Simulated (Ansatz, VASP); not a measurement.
# BIr: VASP beside Ansatz

```
CELL_PARAMETERS angstrom
3.04133 0.00000 0.00000
-1.52067 2.63387 0.00000
0.00000 0.00000 2.70435
ATOMIC_POSITIONS crystal
B 0.00000 0.00000 0.50000
Ir 0.66667 0.33333 0.00000
```

Alike in both runs: task single point; functional PBEsol; k mesh 14 × 14 × 13; occupations fermi-dirac, width 0.05 eV; no spin polarisation.

```csv
,VASP,Ansatz
version,VASP 6.6.1,Ansatz 0.2.0
potentials or method,"VASP PAW PBE potentials, release 64 (B, Ir), cutoff 520 eV","all-electron LAPW, scalar-relativistic"
```

|  | VASP | Ansatz | Ansatz less VASP |
| --- | --- | --- | --- |
| pressure (GPa) | -4.3 | -5.6 | -1.31 |
| traceless stress, the component that is largest in VASP (GPa) | 0.09 | 0.03 | -0.060 |

VASP's potentials were made for PBE, not for PBEsol. Ansatz ran all-electron here, and VASP with PAW potentials.

Neither program's run includes spin-orbit coupling.
